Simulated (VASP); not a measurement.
# Cd (P6/mmm) in VASP: a series of runs

The runs below take Cd through single point, relaxation of cell and atoms, with PBE.

Everything below comes from runs of VASP 6.6.1. Logs are shortened: lines on timing, memory, paths and dates and some standing lists are left out, and cuts for length are marked.

**1. The cell of the first run**

The structure is hexagonal, space group P6/mmm (No. 191). The conventional cell has a = 5.279 Å, b = 5.279 Å, c = 3.176 Å, α = 90.00°, β = 90.00°, γ = 120.00°. Cd (site symmetry 6/mmm) has 14 Cd at 3.18 to 3.44 Å within 4.2 Å. Within 4.0 Å of Cd (site symmetry -6m2) lie 11 Cd at 3.05 to 3.44 Å.

This isn't the form of Cd at room conditions, which is hcp.

**2. Single point, PBE (25.55 Å³/atom)**

File INCAR:

```
SYSTEM = Cd
PREC = Accurate
ENCUT = 520
EDIFF = 1E-6
ISMEAR = -1
SIGMA = 0.1
LREAL = .FALSE.
LASPH = .TRUE.
NELM = 60
ALGO = Normal
ISIF = 2
LWAVE = .FALSE.
LCHARG = .TRUE.
GGA = PE
LELF = .TRUE.
LVHAR = .TRUE.
NBANDS = 25
```

File KPOINTS:

```
regular mesh
0
G
  9 9 13
  0 0 0
```

File POSCAR:

```
Cd
1.0
    5.2793915975      0.0000000000      0.0000000000
   -2.6396957988      4.5720872400      0.0000000000
    0.0000000000      0.0000000000      3.1759203483
Cd
3
Direct
    0.0000000000      0.0000000000      0.0000000000
    0.3333333333      0.6666666667      0.5000000000
    0.6666666667      0.3333333333      0.5000000000
```

Potentials or basis: VASP PAW PBE potentials, release 64 (Cd).

Started as:

```
$ cat potpaw_PBE.64/Cd/POTCAR > POTCAR
$ mpirun -np 1 vasp_std > vasp.out
```

OUTCAR:

```text
SYSTEM = Cd
   PREC = Accurate
   ENCUT = 520
   EDIFF = 1E-6
   ISMEAR = -1
   LREAL = .FALSE.
   LASPH = .TRUE.
   NELM = 60
   ISIF = 2
   GGA = PE

 ion  position               nearest neighbor table
   1  0.000  0.000  0.000-   2 3.44   3 3.44   2 3.44   3 3.44   3 3.44   3 3.44   2 3.44   2 3.44
                             3 3.44   3 3.44   2 3.44   2 3.44
   2  0.333  0.667  0.500-   3 3.05   3 3.05   3 3.05   1 3.44   1 3.44   1 3.44   1 3.44   1 3.44
                             1 3.44
   3  0.667  0.333  0.500-   2 3.05   2 3.05   2 3.05   1 3.44   1 3.44   1 3.44   1 3.44   1 3.44
                             1 3.44

  LATTYP: Found a hexagonal cell.
 ALAT       =     5.2793915975
 C/A-ratio  =     0.6015693835

  Lattice vectors:

 A1 = (   5.2793915975,   0.0000000000,   0.0000000000)
 A2 = (  -2.6396957988,   4.5720872400,   0.0000000000)
 A3 = (   0.0000000000,   0.0000000000,   3.1759203483)

Analysis of symmetry for initial positions (statically):
=====================================================================
 Subroutine PRICEL returns:
 Original cell was already a primitive cell.

 Routine SETGRP: Setting up the symmetry group for a
 hexagonal supercell.

 Subroutine GETGRP returns: Found 24 space group operations
 (whereof 24 operations were pure point group operations)
 out of a pool of 24 trial point group operations.

The static configuration has the point symmetry D_6h.

Analysis of symmetry for dynamics (positions and initial velocities):
=====================================================================
 Subroutine PRICEL returns:
 Original cell was already a primitive cell.

 Routine SETGRP: Setting up the symmetry group for a
 hexagonal supercell.

 Subroutine GETGRP returns: Found 24 space group operations
 (whereof 24 operations were pure point group operations)
 out of a pool of 24 trial point group operations.

The dynamic configuration has the point symmetry D_6h.

 Subroutine INISYM returns: Found 24 space group operations
 (whereof 24 operations are pure point group operations),
 and found     1 'primitive' translations

----------------------------------------------------------------------------------------

                                     Primitive cell

  volume of cell :      76.6599

  direct lattice vectors                    reciprocal lattice vectors
[... 87 lines left out ...]
   ENCUT  =  520.0 eV  38.22 Ry    6.18 a.u.   9.82  9.82  5.91*2*pi/ulx,y,z
   NELM   =     60;   NELMIN=  2; NELMDL= -5     # of ELM steps
   EDIFF  = 0.1E-05   stopping-criterion for ELM
   LREAL  =      F    real-space projection
   EDIFFG = 0.1E-04   stopping-criterion for IOM
   NSW    =      0    number of steps for IOM
   IBRION =     -1    ionic relax: 0-MD 1-quasi-New 2-CG
   NFREE  =      0    steps in history (QN), initial steepest desc. (CG)
   ISIF   =      2    stress and relaxation
   ISYM   =      2    0-nonsym 1-usesym 2-fastsym
   POTIM  = 0.5000    time-step for ionic-motion
   TEBEG  =    0.0;   TEEND  =   0.0 temperature during run
   PSTRESS=    0.0 pullay stress
   NELECT =      36.0000    total number of electrons
   NUPDOWN=      -1.0000    fix difference up-down
   EMIN   =  10.00;   EMAX   =-10.00  energy-range for DOS
   EFERMI =   0.00;   METHOD = LEGACY
   ISMEAR =    -1;   SIGMA  =   0.10  broadening in eV -4-tet -1-fermi 0-gaus
   EFERMI_NEDOS =   21; number of points for ismear=-14 and -15
   IALGO  =     38    algorithm
   IMIX   =      4    mixing-type and parameters
     AMIX     =   0.40;   BMIX     =  1.00
     AMIX_MAG =   1.60;   BMIX_MAG =  1.00
  volume/ion in A,a.u.               =      25.55       172.44
  Fermi-wavevector in a.u.,A,eV,Ry     =   1.272486  2.404650 22.030833  1.619221
  Thomas-Fermi vector in A             =   2.405362
   LORBIT       =      0    0 simple, 1 ext, 2 COOP (PROOUT), +10 PAW based schemes
   GGA     = PE    functional components
   LHFCALC =     F    Hartree Fock is set to
   AEXX    =    0.0000 exact exchange contribution
   IVDW    =     0    specifies the selected vdW correction
   LEPSILON=     F    determine dielectric tensor
   LRPA    =     F    only Hartree local field effects (RPA)
 non-spin polarized calculation
  energy-cutoff  :      520.00
  volume of cell :       76.66
 maximum number of plane-waves:      2082
 NGX is ok and might be reduce to    40
   NGX = 19   NGY = 19   NGZ = 11

 number of electron      36.0000014 magnetization

 Free energy of the ion-electron system (eV)
  ---------------------------------------------------
  ext. energy  EPLUGINS =         0.00000000
  ---------------------------------------------------
  free energy    TOTEN  =        -2.04139221 eV

  energy without entropy =       -2.00378937  energy(sigma->0) =       -2.02259079

 E-fermi :   1.8061     XC(G=0): -10.1676

 val. band max:        1.7857253775   @ k =   0.0000   0.0000   0.0000
 cond. band min:       1.8315353363   @ k =   0.1111   0.0000   0.0000
 fundamental gap:      0.0458099588
 Fermi energy:         1.8061437171

 k-point     1 :       0.0000    0.0000    0.0000
  band No.  band energies     occupation
      1      -7.4771      2.00000
      2      -7.0814      2.00000
      3      -7.0674      2.00000
      4      -6.9765      2.00000
      5      -6.9765      2.00000
      6      -6.8242      2.00000
[... 661 lines left out ...]
     24      10.9688      0.00000
     25      11.5681      0.00000

 [... further k-points ...]

------------------------ aborting loop because EDIFF is reached ----------------------------------------

  FORCE on cell =-STRESS in cart. coord.  units (eV):
  Direction    XX          YY          ZZ          XY          YZ          ZX
  --------------------------------------------------------------------------------------
  -------------------------------------------------------------------------------------
  Total       -0.9474063     -0.9474063     -0.9408839      0.0000000     -0.0000000     -0.0000000
  in kB      -19.8006239    -19.8006239    -19.6643054      0.0000000     -0.0000000     -0.0000000
  external PRESSURE =     -19.7551844 kB  Pullay stress =       0.0000000 kB

 VOLUME and BASIS-vectors are now :
 -----------------------------------------------------------------------------
  energy-cutoff  :      520.00
  volume of cell :       76.66
      direct lattice vectors                 reciprocal lattice vectors
     5.279391598  0.000000000  0.000000000     0.189415765  0.109359243  0.000000000
    -2.639695799  4.572087240  0.000000000     0.000000000  0.218718486  0.000000000
     0.000000000  0.000000000  3.175920348     0.000000000  0.000000000  0.314869358

 POSITION                                       TOTAL-FORCE (eV/Angst)
 -----------------------------------------------------------------------------------
      0.00000      0.00000      0.00000        -0.000000      0.000000      0.000000
     -0.00000      3.04806      1.58796         0.000000     -0.000000     -0.000000
      2.63970      1.52403      1.58796        -0.000000      0.000000      0.000000
 -----------------------------------------------------------------------------------
    total drift:                                0.000000     -0.000000      0.000000

  FREE ENERGIE OF THE ION-ELECTRON SYSTEM (eV)
  ---------------------------------------------------
  free  energy   TOTEN  =        -2.0413922051 eV

  energy  without entropy=       -2.0037893721  energy(sigma->0) =       -2.02259079
```

OSZICAR:

```text
N       E                     dE             d eps       ncg     rms          rms(c)
DAV:   1     0.271936338970E+03    0.27194E+03   -0.19058E+04  4232   0.140E+03
DAV:   2     0.512041523228E+01   -0.26682E+03   -0.25671E+03  4266   0.371E+02
DAV:   3    -0.211223839471E+01   -0.72327E+01   -0.72141E+01  4915   0.701E+01
DAV:   4    -0.212665593367E+01   -0.14418E-01   -0.14415E-01  4593   0.294E+00
DAV:   5    -0.212670126974E+01   -0.45336E-04   -0.45336E-04  5050   0.150E-01    0.365E+00
DAV:   6    -0.204200756799E+01    0.84694E-01   -0.26108E-01  4595   0.486E+00    0.311E+00
DAV:   7    -0.203995390426E+01    0.20537E-02   -0.26074E-02  4471   0.122E+00    0.161E+00
DAV:   8    -0.204124806447E+01   -0.12942E-02   -0.39858E-03  4455   0.681E-01    0.953E-02
DAV:   9    -0.204135963630E+01   -0.11157E-03   -0.60828E-05  5023   0.596E-02    0.276E-02
DAV:  10    -0.204139234409E+01   -0.32708E-04   -0.36248E-05  4496   0.573E-02    0.192E-03
DAV:  11    -0.204139220514E+01    0.13895E-06   -0.81344E-08  2829   0.358E-03
   1 F= -.20413922E+01 E0= -.20225908E+01  d E =-.376028E-01
```

Wall time 54 s (1 thread of Intel Xeon 6975P-C (Granite Rapids), shared host); peak memory 0.26 GiB.

What came out:

```
Free energy            : -2.0414 eV
Pressure               : -2.0 GPa
Band gap on the k mesh : zero (bands 18 and 19 overlap by 4.28 eV)
```

**3. Single point, PBE (26.50 Å³/atom)**

This run uses another cell than the first one, of 26.50 Å³/atom.

File INCAR:

```
SYSTEM = Cd
PREC = Accurate
ENCUT = 520
EDIFF = 1E-6
ISMEAR = -1
SIGMA = 0.1
LREAL = .False.
LASPH = .True.
NELM = 60
ALGO = Normal
ISIF = 2
LWAVE = .False.
LCHARG = .False.
GGA = PE
NBANDS = 25
```

File KPOINTS:

```
regular mesh
0
Gamma
  9 9 13
  0 0 0
```

File POSCAR:

```
Cd
1.0
    5.3437807678      0.0000000000      0.0000000000
   -2.6718903839      4.6278498971      0.0000000000
    0.0000000000      0.0000000000      3.2146549017
Cd
3
Direct
    0.0000000000      0.0000000000      0.0000000000
    0.3333333333      0.6666666667      0.5000000000
    0.6666666667      0.3333333333      0.5000000000
```

Potentials or basis: VASP PAW PBE potentials, release 64 (Cd).

Started as:

```
$ cat potpaw_PBE.64/Cd/POTCAR > POTCAR
$ mpirun -np 1 vasp_std > vasp.out
```

It took 52 s on 1 thread of Intel Xeon 6975P-C (Granite Rapids), shared host; peak memory 0.26 GiB.

Results (log left out):

* Free energy: -2.0001 eV
* Pressure: -2.7 GPa
* Band gap on the k mesh: zero (bands 18 and 19 overlap by 4.22 eV)

Levels at points of the mesh, in eV from the Fermi level:
```
           k point  band 16  band 17  band 18  band 19  band 20  band 21
(0.00, 0.00, 0.00)    -7.46    -0.09     0.10     0.97     0.97     1.03
```

**4. Relaxation of cell and atoms, PBE**

This run uses another cell than the first one, of 21.59 Å³/atom.

File INCAR:

```
SYSTEM = Cd
PREC     = Accurate       ! precision mode
ENCUT    = 600            ! plane-wave cutoff, eV
EDIFF    = 1E-6           ! SCF threshold, eV
ISMEAR   = -1             ! smearing method
SIGMA    = 0.1            ! smearing width, eV
LREAL    = .FALSE.        ! projectors in reciprocal space
LASPH    = .TRUE.         ! aspherical terms in the spheres
NELM     = 100            ! most SCF steps
ALGO     = Normal         ! electronic algorithm
ISIF     = 3              ! what is computed and relaxed
LWAVE    = .FALSE.        ! write WAVECAR
LCHARG   = .FALSE.        ! write CHGCAR
GGA      = PE             ! functional
IBRION   = 2              ! ionic algorithm
NSW      = 80             ! ionic steps
EDIFFG   = -0.01          ! ionic threshold
```

File KPOINTS:

```
regular mesh
0
G
  7 7 10
  0 0 0
```

File POSCAR:

```
Cd
1.0
    4.9594071630      0.0000000000      0.0000000000
   -2.4797035815      4.2949725909      0.0000000000
    0.0000000000      0.0000000000      3.0401165909
Cd
3
Direct
    0.0000000000      0.0000000000      0.0000000000
    0.3333333333      0.6666666667      0.5000000000
    0.6666666667      0.3333333333      0.5000000000
```

Started as:

```
$ cat potpaw_PBE.64/Cd/POTCAR > POTCAR
$ mpirun -np 1 vasp_std > vasp.out
```

Wall time 1.9 min (1 thread of Intel Xeon 6975P-C (Granite Rapids), shared host); peak memory 0.23 GiB.

The run converged. Its results:

* Free energy: -2.0817 eV
* Relaxed volume: 23.72 Å³/atom
* Relaxed cell: a = 5.147 Å, b = 5.147 Å, c = 3.101 Å, α = 90.00°, β = 90.00°, γ = 120.00°
* Space group after relaxing (to 0.1 Å): P6/mmm (No. 191)
* Energy gained by relaxing: 29.0 meV/atom
* Ionic steps: 7
* Pressure after relaxing: 0.0 GPa
* Band gap on the k mesh: zero (bands 18 and 19 overlap by 4.53 eV)

The path:
| step | energy change (eV) | largest force (eV/Å) | pressure (GPa) | volume (Å³) |
| --- | --- | --- | --- | --- |
| 1 | 0.0000 | 0.0000 | 4.67 | 64.76 |
| 2 | -0.0860 | 0.0000 | 0.24 | 70.83 |
| 3 | -0.0864 | 0.0000 | -0.05 | 71.37 |
| 4 | -0.0864 | 0.0000 | -0.01 | 71.23 |
| 5 | -0.0866 | 0.0000 | 0.05 | 71.21 |
| 6 | -0.0869 | 0.0000 | 0.08 | 71.16 |
| 7 | -0.0869 | 0.0000 | 0.04 | 71.16 |

Final structure:
```
Cd
1.0
     5.14727    0.00000    0.00000
    -2.57363    4.45767    0.00000
     0.00000    0.00000    3.10124
Cd
3
Direct
  0.00000 0.00000 0.00000
  0.33333 0.66667 0.50000
  0.66667 0.33333 0.50000
```

Levels at points of the mesh, in eV from the Fermi level:
| k point | band 15 | band 16 | band 17 | band 18 | band 19 | band 20 | band 21 | band 22 |
| --- | --- | --- | --- | --- | --- | --- | --- | --- |
| (0.00, 0.00, 0.00) | -8.22 | -8.19 | 0.19 | 0.40 | 0.93 | 0.93 | 0.97 | 0.97 |
| (0.00, 0.00, 0.50) | -8.03 | -3.60 | -3.26 | 3.48 | 3.61 | 3.61 | 3.67 | 4.48 |

**5. The runs side by side**

```tsv
task	cell	k mesh	cutoff (eV)	gap on the mesh (eV)	pressure (GPa)
single point	a = 5.279, b = 5.279, c = 3.176 Å, angles 90.0, 90.0, 120.0°, 3 atoms	9 × 9 × 13	520	none	-2.0
single point	a = 5.344, b = 5.344, c = 3.215 Å, angles 90.0, 90.0, 120.0°, 3 atoms	9 × 9 × 13	520	none	-2.7
relaxation of cell and atoms	relaxed from a = 4.959, b = 4.959, c = 3.040 Å, angles 90.0, 90.0, 120.0°, 3 atoms	7 × 7 × 10	600	none	0.0
```

Alike in all rows: level PBE; potentials or basis VASP PAW PBE potentials, release 64 (Cd); no spin polarisation; smearing fermi-dirac 0.1 eV.

Absolute energies hang on the potentials; compare differences alone.

The gap in the log of VASP goes by the Fermi energy; the results here count the filled bands.